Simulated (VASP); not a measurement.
**MnAs: single point with PBE**

MnAs:

```
As Mn
1.0
     3.71000    0.00000    0.00000
    -1.85500    3.21295    0.00000
     0.00000    0.00000    5.69100
As Mn
2 2
Direct
  0.66667 0.33333 0.75000
  0.33333 0.66667 0.25000
  0.00000 0.00000 0.50000
  0.00000 0.00000 0.00000
```

```yaml
Program: VASP 6.6.1
Task: single point
Functional: PBE
Potentials_or_basis: VASP PAW PBE potentials, release 64 (As, Mn_pv)
Cutoff: 520 eV
k_mesh: 8 × 8 × 5
Occupations: fermi-dirac, width 0.05 eV
Spin: collinear spin, ferromagnetic start
Starting_moments: "[0.0, 0.0, -0.48, -1.27] μB"
```

- Pressure: -3.4 GPa
- Net moment: -6.27 μB per cell
- Site moments: As +0.12; Mn -3.19 μB
- Valence electrons inside the program's atomic spheres: As 2.79; Mn 11.57

Stress tensor (GPa, compression positive):
```
-2.49  0.00  0.00
 0.00 -2.49  0.00
 0.00  0.00 -5.12
```

Levels at points of the mesh, in eV from the Fermi level:
Spin up:
```tsv
k point	band 13	band 14	band 15	band 16	band 17	band 18
(0.00, 0.00, 0.00)	-0.13	-0.13	0.00	0.00	0.51	0.51
(0.50, 0.00, 0.00)	-2.71	-2.04	-1.31	0.64	0.74	0.77
```
Spin down:
```csv
k point,band 18,band 19,band 20,band 21,band 22,band 23,band 24,band 25
"(0.00, 0.00, 0.00)",-1.85,-0.49,0.57,0.57,1.49,2.85,2.85,3.82
"(0.50, 0.00, 0.00)",-2.11,-2.08,-1.90,-1.64,-0.57,1.05,3.14,4.74
```

Run time: 3.1 min on 1 thread of AMD EPYC 7R43 64-Core Processor (Zen 3), on a shared host, peak memory 0.24 GiB.

Caveat: only a ferromagnetic start was run, and an antiferromagnetic order may lie lower in energy.
